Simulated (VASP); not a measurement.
Write the native input for VASP 6.6.1 that does the following.

| Property | Result |
| --- | --- |
| Task | single point |
| Functional | PBE |
| Potentials or basis | VASP PAW PBE potentials, release 64 (Sc_sv, Ag, C, N) |
| Cutoff | 520 eV |
| k mesh | 4 × 4 × 4 |
| Occupations | gaussian, width 0.1 eV |
| Spin | collinear spin |
| Starting moments | [0.0, 1.0, 0.0, 0.0, 0.0, 0.0, 0.0, 0.0, 0.0, 0.0, 0.0, 0.0, 0.0, 0.0] μB |
| Dipole correction | no |
| Further INCAR settings | ALGO = Normal; EDIFF = 1e-06; NBANDS = 55 |

The structure of ScAgC6N6 lies in POSCAR:

```
ScAgC6N6
1.0
    0.0000000000      5.5782301852      5.5782301852
    5.5782301852      0.0000000000      5.5782301852
    5.5782301852      5.5782301852      0.0000000000
Sc Ag C N
1 1 6 6
Direct
    0.5000000000      0.5000000000      0.5000000000
    0.0000000000      0.0000000000      0.0000000000
    0.8014690605      0.1985309395      0.1985309395
    0.1985309395      0.8014690605      0.1985309395
    0.1985309395      0.1985309395      0.8014690605
    0.1985309395      0.8014690605      0.8014690605
    0.8014690605      0.1985309395      0.8014690605
    0.8014690605      0.8014690605      0.1985309395
    0.6969725153      0.3030274847      0.3030274847
    0.3030274847      0.6969725153      0.3030274847
    0.3030274847      0.3030274847      0.6969725153
    0.3030274847      0.6969725153      0.6969725153
    0.6969725153      0.3030274847      0.6969725153
    0.6969725153      0.6969725153      0.3030274847
```

One way to write it, as run:

INCAR

```
PREC = Accurate
ENCUT = 520
EDIFF = 1E-6
ISMEAR = 0
SIGMA = 0.1
LREAL = False
LASPH = True
NELM = 150
ALGO = Normal
ISIF = 2
LWAVE = False
LCHARG = False
ISPIN = 2
MAGMOM = 0 1 0 0 0 0 0 0 0 0 0 0 0 0
LORBIT = 11
LMAXMIX = 4
GGA = PE
NBANDS = 55
```

KPOINTS

```
regular mesh
0
Gamma
  4 4 4
```

Potentials or basis: VASP PAW PBE potentials, release 64 (Sc_sv, Ag, C, N).

The run is started by

```bash
$ cat potpaw_PBE.64/Sc_sv/POTCAR potpaw_PBE.64/Ag/POTCAR potpaw_PBE.64/C/POTCAR potpaw_PBE.64/N/POTCAR > POTCAR
$ mpirun -np 1 vasp_std > vasp.out
```

It gave:

| Quantity | Value |
| --- | --- |
| Pressure | 0.5 GPa |
| Largest force | 0.419 eV/Å |
| Band gap on the k mesh | 0.66 eV (least direct gap 0.70 eV) |
| Net moment | 2.00 μB per cell |
| Site moments | Sc +0.02; Ag +0.69; C +0.15; N +0.00 μB |
| Valence electrons inside the program's atomic spheres | Sc 9.26; Ag 9.85; C 2.55; N 3.91 |

Caveat: semilocal functionals underestimate gaps, and a narrow one can read as zero.

Run time: 17 min on 1 thread of Intel Xeon 8259CL, on a shared host, peak memory 0.81 GiB.
